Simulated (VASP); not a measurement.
Write the native input for VASP 6.6.1 that does the following.

* Task: single point
* Functional: revPBE
* Potentials or basis: VASP PAW PBE potentials, release 64 (Co)
* Cutoff: 520 eV
* k mesh: 15 × 15 × 15
* Occupations: fermi-dirac, width 0.1 eV
* Spin: no spin polarisation
* Dipole correction: no
* Further INCAR settings: ALGO = Normal; EDIFF = 1e-06; NBANDS = 10

The structure of Co lies in POSCAR:

```
Co
1.0
    2.2368331903      0.0000000000      0.0000000000
    0.0000000000      2.2368331903      0.0000000000
    0.0000000000      0.0000000000      2.2368331903
Co
1
Direct
    0.0000000000      0.0000000000      0.0000000000
```

This cell differs from its parent crystal: volume scaled by 0.92.

These files were run (other wordings do the same):

INCAR

```
SYSTEM = Co
  PREC = Accurate
  ENCUT = 520
  EDIFF = 1E-6
  ISMEAR = -1
  SIGMA = 0.1
  LREAL = .FALSE.
  LASPH = .TRUE.
  NELM = 80
  ALGO = Normal
  ISIF = 2
  LWAVE = .FALSE.
  LCHARG = .TRUE.
  GGA = RE
  LELF = .TRUE.
  LVHAR = .TRUE.
  NBANDS = 10
```

KPOINTS

```
regular mesh
0
G
  15 15 15
  0 0 0
```

Potentials or basis: VASP PAW PBE potentials, release 64 (Co).

Launch:

```sh
$ cat potpaw_PBE.64/Co/POTCAR > POTCAR
$ mpirun -np 1 vasp_std > vasp.out
```

It gave:

| Property | Result |
| --- | --- |
| Pressure | 16.1 GPa |

Caveat: the PAW data sets were made with another functional, which shifts forces and pressure a little; the run has no spin polarisation, though such a crystal can be magnetic.

It took 5.7 s on 1 thread of Intel(R) Xeon(R) 6975P-C (Granite Rapids) (shared host), peak memory 0.12 GiB.
